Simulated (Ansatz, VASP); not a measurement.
Mg2Ti2O3 in VASP and in Ansatz

```xyz
7
Lattice="2.9507 0.0000 0.0000 -1.4754 2.5554 0.0000 0.0000 0.0000 10.1727" Properties=species:S:1:pos:R:3 pbc="T T T"
Mg    0.0000    1.7036    1.3129
Mg    1.4754    0.8518    8.8597
Ti    1.4754    0.8518    3.9869
Ti    0.0000    1.7036    6.1858
O     0.0000    0.0000    2.6047
O     0.0000    0.0000    7.5679
O     0.0000    0.0000    0.0000
```

Alike in both runs: functional PBE; k mesh 6 × 6 × 2; occupations gaussian, width 0.2 eV; collinear spin.

Ansatz relaxed the structure, and its values are those at the end. VASP's run is a single point on that final structure, the one shown.

```csv
,VASP,Ansatz
version,VASP 6.6.1,Ansatz 0.2.0
potentials or method,"VASP PAW PBE potentials, release 64 (Mg, Ti_sv, O), cutoff 520 eV","scalar-relativistic, plane waves, PAW"
valence electrons in the cell,46,62
```

```tsv
	VASP	Ansatz	Ansatz less VASP
gap on the k mesh at the Fermi level (eV)	none	none	-
pressure (GPa)	-0.3	-0.1	+0.28
rms of the force components (eV/Å)	0.041	0.031	-0.0102
net moment per atom (μB)	0.00	0.00	0.000
```

A gap of «none» marks a metal or a gap that the smearing closes. VASP's potentials hold 46 valence electrons a cell and Ansatz's 62, so a difference there can come from the potentials and not from the codes. Ansatz's warnings: seeded moment not kept.

The k mesh is coarse, so the values compare programs but aren't converged.
